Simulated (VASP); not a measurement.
# SiC (Moissanite) (P6_3mc) in VASP: settings compared

Aim: see how the results for SiC (Moissanite) move with the level of theory and the settings. Levels: PBEsol+D4, revPBE+D3(BJ). Tasks: single point.

Program: VASP 6.6.1. These are calculated values, not measurements. Logs are shortened: lines on timing, memory, paths and dates and some standing lists are left out, and cuts for length are marked.

## 1. The cell of the first run

Symmetry: P6_3mc, No. 186, hexagonal system. Conventional cell: a = 3.055 Å, b = 3.055 Å, c = 5.014 Å, α = 90.00°, β = 90.00°, γ = 120.00°. Within 2.5 Å of Si (site symmetry 3m) lie 4 C at 1.86 to 1.93 Å. Within 2.5 Å of C (site symmetry 3m) lie 4 Si at 1.86 to 1.93 Å.

## 2. Single point, PBEsol+D4

Input file INCAR:

```
PREC = Accurate
ENCUT = 520
EDIFF = 1E-7
ISMEAR = -1
SIGMA = 0.05
LREAL = False
LASPH = True
NELM = 60
ALGO = Normal
ISIF = 2
LWAVE = False
LCHARG = True
GGA = PS
IVDW = 13
LELF = True
LVHAR = True
NBANDS = 16
```

Input file KPOINTS:

```
Automatic mesh
0
Gamma
  10 10 5
```

Input file POSCAR:

```
SiC
1.0
    3.0553550827      0.0000000000      0.0000000000
   -1.5276775413      2.6460151191      0.0000000000
    0.0000000000      0.0000000000      5.0141197845
Si C
2 2
Direct
    0.6666666667      0.3333333333      0.5000000000
    0.3333333333      0.6666666667      0.0000000000
    0.6666666667      0.3333333333      0.8850000000
    0.3333333333      0.6666666667      0.3850000000
```

Potentials or basis: VASP PAW PBE potentials, release 64 (Si, C).

The run is started by

```
$ cat potpaw_PBE.64/Si/POTCAR potpaw_PBE.64/C/POTCAR > POTCAR
$ mpirun -np 1 vasp_std > vasp.out
```

OUTCAR:

```text
PREC = Accurate
   ENCUT = 520
   EDIFF = 1E-7
   ISMEAR = -1
   LREAL = False
   LASPH = True
   NELM = 60
   ISIF = 2
   GGA = PS
   IVDW = 13

 ion  position               nearest neighbor table
   1  0.667  0.333  0.500-   4 1.86   4 1.86   4 1.86   3 1.93   2 3.07   2 3.07   2 3.07   2 3.07
                             2 3.07   2 3.07
   2  0.333  0.667  0.000-   3 1.86   3 1.86   3 1.86   4 1.93   1 3.07   1 3.07   1 3.07   1 3.07
                             1 3.07   1 3.07
   3  0.667  0.333  0.885-   2 1.86   2 1.86   2 1.86   1 1.93
   4  0.333  0.667  0.385-   1 1.86   1 1.86   1 1.86   2 1.93

  LATTYP: Found a hexagonal cell.
 ALAT       =     3.0553550827
 C/A-ratio  =     1.6410923277

  Lattice vectors:

 A1 = (   3.0553550827,   0.0000000000,   0.0000000000)
 A2 = (  -1.5276775413,   2.6460151191,   0.0000000000)
 A3 = (   0.0000000000,   0.0000000000,   5.0141197845)

Analysis of symmetry for initial positions (statically):
=====================================================================
 Subroutine PRICEL returns:
 Original cell was already a primitive cell.

 Routine SETGRP: Setting up the symmetry group for a
 hexagonal supercell.

 Subroutine GETGRP returns: Found 12 space group operations
 (whereof  6 operations were pure point group operations)
 out of a pool of 24 trial point group operations.

The static configuration has the point symmetry C_3v.
 The point group associated with its full space group is C_6v.

Analysis of symmetry for dynamics (positions and initial velocities):
=====================================================================
 Subroutine PRICEL returns:
 Original cell was already a primitive cell.

 Routine SETGRP: Setting up the symmetry group for a
 hexagonal supercell.

 Subroutine GETGRP returns: Found 12 space group operations
 (whereof  6 operations were pure point group operations)
 out of a pool of 24 trial point group operations.

The dynamic configuration has the point symmetry C_3v.
 The point group associated with its full space group is C_6v.

 Subroutine INISYM returns: Found 12 space group operations
 (whereof  6 operations are pure point group operations),
 and found     1 'primitive' translations

----------------------------------------------------------------------------------------

                                     Primitive cell

  volume of cell :      40.5367

  direct lattice vectors                    reciprocal lattice vectors
     3.055355083  0.000000000  0.000000000     0.327294201  0.188963395  0.000000000
    -1.527677541  2.646015119  0.000000000     0.000000000  0.377926790  0.000000000
[... 96 lines left out ...]
   ISYM   =      2    0-nonsym 1-usesym 2-fastsym
   POTIM  = 0.5000    time-step for ionic-motion
   TEBEG  =    0.0;   TEEND  =   0.0 temperature during run
   PSTRESS=    0.0 pullay stress
   NELECT =      16.0000    total number of electrons
   NUPDOWN=      -1.0000    fix difference up-down
   EMIN   =  10.00;   EMAX   =-10.00  energy-range for DOS
   EFERMI =   0.00;   METHOD = LEGACY
   ISMEAR =    -1;   SIGMA  =   0.05  broadening in eV -4-tet -1-fermi 0-gaus
   EFERMI_NEDOS =   21; number of points for ismear=-14 and -15
   IALGO  =     38    algorithm
   IMIX   =      4    mixing-type and parameters
     AMIX     =   0.40;   BMIX     =  1.00
     AMIX_MAG =   1.60;   BMIX_MAG =  1.00
  volume/ion in A,a.u.               =      10.13        68.39
  Fermi-wavevector in a.u.,A,eV,Ry     =   1.200877  2.269329 19.621043  1.442106
  Thomas-Fermi vector in A             =   2.336701
   LORBIT       =      0    0 simple, 1 ext, 2 COOP (PROOUT), +10 PAW based schemes
   GGA     = PS    functional components
   LHFCALC =     F    Hartree Fock is set to
   AEXX    =    0.0000 exact exchange contribution
   IVDW    =    13    specifies the selected vdW correction
   LEPSILON=     F    determine dielectric tensor
   LRPA    =     F    only Hartree local field effects (RPA)
 non-spin polarized calculation
  energy-cutoff  :      520.00
  volume of cell :       40.54
 maximum number of plane-waves:      1105
 NGX is ok and might be reduce to    24
   NGX = 11   NGY = 11   NGZ = 19

 number of electron      15.9999999 magnetization

 Free energy of the ion-electron system (eV)
  ---------------------------------------------------
  ext. energy  EPLUGINS =         0.00000000
  ---------------------------------------------------
  free energy    TOTEN  =       -31.77050727 eV

  energy without entropy =      -31.77050727  energy(sigma->0) =      -31.77050727

 E-fermi :   9.4972     XC(G=0): -11.5847

 val. band max:        8.5848840988   @ k =   0.0000   0.0000   0.0000
 cond. band min:      10.8721836330   @ k =   0.3000   0.3000   0.0000
 fundamental gap:      2.2872995341
 Fermi energy:         9.4972011433

 k-point     1 :       0.0000    0.0000    0.0000
  band No.  band energies     occupation
      1      -7.3182      2.00000
      2      -3.7006      2.00000
      3      -0.2931      2.00000
      4       7.0189      2.00000
      5       7.0189      2.00000
      6       8.3152      2.00000
[... 433 lines left out ...]
      3       0.1712      2.00000
      4       1.6872      2.00000
      5       3.7470      2.00000
      6       4.5683      2.00000
[... 8 lines left out ...]
     15      20.0433      0.00000
     16      21.3974      0.00000

 [... further k-points ...]

------------------------ aborting loop because EDIFF is reached ----------------------------------------

  DFT-D4 for vdW energy calculation

  Edisp (eV):   -0.75824

  FORCE on cell =-STRESS in cart. coord.  units (eV):
  Direction    XX          YY          ZZ          XY          YZ          ZX
  --------------------------------------------------------------------------------------
  -------------------------------------------------------------------------------------
  Total       1.18646     1.18646    -0.25862     0.00000     0.00000    -0.00000
  in kB      46.89384    46.89384   -10.22175     0.00000     0.00000    -0.00000
  external pressure =       27.86 kB  Pullay stress =        0.00 kB

 VOLUME and BASIS-vectors are now :
 -----------------------------------------------------------------------------
  energy-cutoff  :      520.00
  volume of cell :       40.54
      direct lattice vectors                 reciprocal lattice vectors
     3.055355083  0.000000000  0.000000000     0.327294201  0.188963395  0.000000000
    -1.527677541  2.646015119  0.000000000     0.000000000  0.377926790  0.000000000
     0.000000000  0.000000000  5.014119785     0.000000000  0.000000000  0.199436799

 POSITION                                       TOTAL-FORCE (eV/Angst)
 -----------------------------------------------------------------------------------
      1.52768      0.88201      2.50706        -0.000000     -0.000000      0.776900
     -0.00000      1.76401      0.00000         0.000000      0.000000      0.776900
      1.52768      0.88201      4.43750        -0.000000      0.000000     -0.776900
     -0.00000      1.76401      1.93044         0.000000     -0.000000     -0.776900
 -----------------------------------------------------------------------------------
    total drift:                                0.000000      0.000000     -0.000358

  FREE ENERGIE OF THE ION-ELECTRON SYSTEM (eV)
  ---------------------------------------------------
  free  energy   TOTEN  =       -32.5287484396 eV

  energy  without entropy=      -32.5287484395  energy(sigma->0) =      -32.52874844
```

stdout:

```text
POSCAR found type information on POSCAR SiC
 POSCAR found :  2 types and       4 ions
 scaLAPACK will be used
 -----------------------------------------------------------------------------
|                                                                             |
|                                                                             |
|     You enforced a specific xc type in the INCAR file but a different       |
|     I HOPE YOU KNOW WHAT YOU ARE DOING!                                     |
|                                                                             |
 -----------------------------------------------------------------------------

 LDA part: xc-table for (Slater+PW92), standard interpolation
 POSCAR, INCAR and KPOINTS ok, starting setup
 FFT: planning ... GRIDC
 FFT: planning ... GRID_SOFT
 FFT: planning ... GRID
 WAVECAR not read
 entering main loop
```

It took 17 s on 1 thread of Intel Xeon Platinum 8375C at 2.90GHz (Ice Lake), shared host; peak memory 0.16 GiB.

What came out:

| Quantity | Value |
| --- | --- |
| Free energy | -32.5287 eV |
| Pressure | 2.8 GPa |
| Largest force | 0.777 eV/Å |
| Band gap on the k mesh | 2.29 eV, indirect (least direct gap 4.00 eV) |
| Dispersion energy per atom | -0.190 eV |

Forces in eV/Å, atoms in the order of the input:
```
Si   0.000  0.000  0.777
Si   0.000  0.000  0.777
C    0.000  0.000 -0.777
C    0.000  0.000 -0.777
```

Stress tensor (GPa, compression positive):
```
 4.69  0.00  0.00
 0.00  4.69  0.00
 0.00  0.00 -1.02
```

Levels at points of the mesh, in eV from the valence-band top:
| k point | band 4 | band 5 | band 6 | band 7 | band 8 | band 9 | band 10 | band 11 | band 12 | band 13 |
| --- | --- | --- | --- | --- | --- | --- | --- | --- | --- | --- |
| (0.00, 0.00, 0.00) | -1.57 | -1.57 | -0.27 | -0.27 | 0.00 | 4.75 | 6.18 | 6.55 | 6.55 | 7.67 |
| (0.50, 0.00, 0.00) | -6.61 | -5.55 | -3.60 | -3.37 | -1.49 | 2.51 | 4.12 | 6.82 | 7.19 | 9.83 |

Caveat: the PAW data sets were made with another functional, which shifts forces and pressure a little.

## 3. Single point, revPBE+D3(BJ)

This run uses another cell than the first one, of 9.93 Å³/atom, 0.980 times its volume.

Input file INCAR:

```
SYSTEM = SiC
ALGO     = Normal         ! electronic algorithm
EDIFF    = 1E-7           ! SCF threshold, eV
ENCUT    = 520            ! plane-wave cutoff, eV
GGA      = RE             ! functional
ISIF     = 2              ! what is computed and relaxed
ISMEAR   = -1             ! smearing method
IVDW     = 12             ! dispersion correction
LASPH    = .True.         ! aspherical terms in the spheres
LCHARG   = .True.         ! write CHGCAR
LELF     = .True.         ! ELF
LREAL    = .False.        ! projectors in reciprocal space
LVHAR    = .True.       
LWAVE    = .False.        ! write WAVECAR
NBANDS   = 16             ! bands
NELM     = 80             ! most SCF steps
PREC     = Accurate       ! precision mode
SIGMA    = 0.05           ! smearing width, eV
```

Input file KPOINTS:

```
k-points
0
Gamma
  10 10 5
  0 0 0
```

Input file POSCAR:

```
SiC
1.0
    3.0344273363      0.0000000000      0.0000000000
   -1.5172136681      2.6278911591      0.0000000000
    0.0000000000      0.0000000000      4.9797754205
Si C
2 2
Direct
    0.6666666667      0.3333333333      0.5000000000
    0.3333333333      0.6666666667      0.0000000000
    0.6666666667      0.3333333333      0.8850000000
    0.3333333333      0.6666666667      0.3850000000
```

Potentials or basis: VASP PAW PBE potentials, release 64 (Si, C).

The run is started by

```
$ cat potpaw_PBE.64/Si/POTCAR potpaw_PBE.64/C/POTCAR > POTCAR
$ mpirun -np 1 vasp_std > vasp.out
```

Wall time 17 s (1 thread of Intel Xeon Platinum 8375C at 2.90GHz (Ice Lake), shared host); peak memory 0.18 GiB.

Results (log left out):

```
Free energy                : -31.2209 eV
Pressure                   : 5.7 GPa
Largest force              : 0.827 eV/Å
Band gap on the k mesh     : 2.43 eV, indirect (least direct gap 4.18 eV)
Dispersion energy per atom : -0.624 eV
```

Forces on the atoms (eV/Å):
```
Si   0.000  0.000  0.827
Si   0.000  0.000  0.827
C    0.000  0.000 -0.827
C    0.000  0.000 -0.827
```

Stress tensor (GPa, compression positive):
```
7.89 0.00 0.00
0.00 7.89 0.00
0.00 0.00 1.17
```

Levels at points of the mesh, in eV from the valence-band top:
| k point | band 6 | band 7 | band 8 | band 9 | band 10 | band 11 |
| --- | --- | --- | --- | --- | --- | --- |
| (0.00, 0.00, 0.00) | -0.27 | -0.27 | 0.00 | 5.01 | 6.47 | 6.78 |
| (0.50, 0.00, 0.00) | -3.62 | -3.37 | -1.49 | 2.69 | 4.26 | 7.09 |

Caveat: the PAW data sets were made with another functional, which shifts forces and pressure a little. A hybrid or GW would open this gap; revPBE tends to underestimate it.

[end of part 1 of 2]
